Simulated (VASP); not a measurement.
# ZnCd4S: single point with PBE

Crystal: ZnCd4S.

```
Zn Cd S
1.0
     5.94491    0.00000    0.00000
    -2.97245    5.14844    0.00000
     0.00000    0.00000    4.48157
Zn Cd S
1 4 1
Direct
  0.33333 0.66667 0.00000
  0.66667 0.33333 0.00000
  0.01017 0.50508 0.50000
  0.49492 0.50508 0.50000
  0.49492 0.98984 0.50000
  0.00000 0.00000 0.00000
```

- Program: VASP 6.6.1
- Task: single point
- Functional: PBE
- Potentials or basis: VASP PAW PBE potentials, release 64 (Zn, Cd, S)
- Cutoff: 520 eV
- k mesh: 3 × 3 × 4
- Occupations: gaussian, width 0.1 eV
- Spin: no spin polarisation

The pressure is 2.2 GPa, the largest force is 0.217 eV/Å and the band gap on the k mesh is zero (band 33 reaches 3.36 eV, above the bottom of band 34 at 1.51 eV).

Forces on the atoms (eV/Å):
```
Zn   0.000  0.000  0.000
Cd   0.000  0.000  0.000
Cd  -0.188 -0.109  0.000
Cd   0.188 -0.109  0.000
Cd   0.000  0.217  0.000
S    0.000  0.000  0.000
```

Stress tensor (GPa, compression positive):
```
1.98 0.00 0.00
0.00 1.98 0.00
0.00 0.00 2.73
```

Levels at points of the mesh, in eV from the Fermi level:
```csv
k point,band 29,band 30,band 31,band 32,band 33,band 34,band 35,band 36,band 37,band 38
"(0.00, 0.00, 0.00)",-2.30,-2.30,-1.63,-1.48,-1.48,0.59,1.71,2.54,2.54,5.14
"(0.00, 0.00, 0.50)",-2.18,-1.55,-1.55,-0.99,-0.01,-0.01,0.14,0.84,0.84,1.45
```

Run time: 2.2 min on 1 thread of AMD EPYC 7R13, on a shared host, peak memory 0.25 GiB.

Caveat: the k points lie up to 0.41 Å⁻¹ apart.
